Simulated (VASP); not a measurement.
Crystal: Na6S.

```
CELL_PARAMETERS angstrom
-3.65477 3.65477 3.65477
3.65477 -3.65477 3.65477
3.65477 3.65477 -3.65477
ATOMIC_POSITIONS crystal
Na 0.71067 0.71067 0.00000
Na 0.28933 0.28933 0.00000
Na 0.00000 0.28933 0.28933
Na 0.00000 0.71067 0.71067
Na 0.71067 0.00000 0.71067
Na 0.28933 0.00000 0.28933
S 0.00000 0.00000 0.00000
```

The cell was generated, and may not be a known phase.

| Quantity | Value |
| --- | --- |
| Program | VASP 6.6.1 |
| Task | relaxation of cell and atoms |
| Functional | PBE |
| Potentials or basis | VASP PAW PBE potentials, release 64 (Na_pv, S) |
| Cutoff | 600 eV |
| k mesh | 4 × 4 × 4 |
| Occupations | gaussian, width 0.1 eV |
| Spin | no spin polarisation |

At the start: pressure 18.0 GPa; volume 27.90 Å³/atom.

Q: How do energy, volume and symmetry change on relaxing?

A: Over 8 steps the energy falls by 840.1 meV/atom and the volume is 43.35 Å³/atom (+55.4 %); space group Im-3m (No. 229, to 0.1 Å) before and after.

The path:
| step | energy change (eV) | largest force (eV/Å) | pressure (GPa) | volume (Å³) |
| --- | --- | --- | --- | --- |
| 1 | 0.0000 | 4.9191 | 18.00 | 195.27 |
| 2 | -5.8288 | 0.2954 | -0.23 | 297.91 |
| 3 | -5.8531 | 0.0735 | 0.42 | 284.25 |
| 4 | -5.8557 | 0.1404 | 0.23 | 288.02 |
| 5 | -5.8638 | 0.1216 | 0.16 | 290.60 |
| 6 | -5.8785 | 0.0695 | 0.00 | 298.43 |
| 7 | -5.8694 | 0.0170 | -0.28 | 314.51 |
| 8 | -5.8810 | 0.0387 | -0.09 | 303.48 |

Final structure:
```
Na S
1.0
    -4.23341    4.23341    4.23341
     4.23341   -4.23341    4.23341
     4.23341    4.23341   -4.23341
Na S
6 1
Cartesian
  0.0000 0.0000 5.8008
  0.0000 0.0000 2.6660
  2.6660 0.0000 0.0000
  5.8008 0.0000 0.0000
  0.0000 5.8008 0.0000
  0.0000 2.6660 0.0000
  0.0000 0.0000 0.0000
```

Caveat: the volume moved by over 15 % at a fixed basis, so the end points are rough.
